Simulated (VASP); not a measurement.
Wanted: the native input for a VASP 6.6.1 run.

```
Task                   : single point
Functional             : LDA
Potentials or basis    : VASP PAW LDA potentials, release 64 (Ti_sv, W_sv)
Cutoff                 : 520 eV
k mesh                 : 18 × 18 × 12
Occupations            : gaussian, width 0.15 eV
Spin                   : no spin polarisation
Dipole correction      : no
Further INCAR settings : ALGO = Fast; EDIFF = 1e-06; NBANDS = 20
```

The structure of TiW lies in POSCAR:

```
TiW
1.0
    1.5140389590     -2.1419026218      0.0000000000
    1.5140389590      2.1419026218      0.0000000000
    0.0000000000      0.0000000000      4.6915226423
Ti W
1 1
Direct
    0.0000000000      0.0000000000      0.0000000000
    0.5000000000      0.5000000000      0.5000000000
```

This cell differs from its parent crystal: strain -0.050 along x and y, +0.050 along z.

One way to write it, as run:

INCAR

```
SYSTEM = TiW
PREC = Accurate ; ENCUT = 520
EDIFF = 1E-6 ; ISMEAR = 0
SIGMA = 0.15 ; LREAL = .False.
LASPH = .True. ; NELM = 100
ALGO = Fast ; ISIF = 2
LWAVE = .False. ; LCHARG = .False.
GGA = CA ; NBANDS = 20
```

KPOINTS

```
regular mesh
0
Gamma
  18 18 12
  0 0 0
```

Potentials or basis: VASP PAW LDA potentials, release 64 (Ti_sv, W_sv).

The run is started by

```sh
$ cat potpaw_LDA.64/Ti_sv/POTCAR potpaw_LDA.64/W_sv/POTCAR > POTCAR
$ mpirun -np 1 vasp_std > vasp.out
```

Results of the run:

```
Pressure               : 3.2 GPa
Band gap on the k mesh : zero (bands 13 and 14 overlap by 3.23 eV)
```

Caveat: the cell differs from its parent crystal (strain -0.050 along x and y, +0.050 along z); the cell stands under pressure; spin-orbit coupling is left out, which moves the levels of the heavy elements.

It took 7.3 min on 1 thread of Intel(R) Xeon(R) 6975P-C (Granite Rapids), with other jobs on the host, peak memory 0.46 GiB.
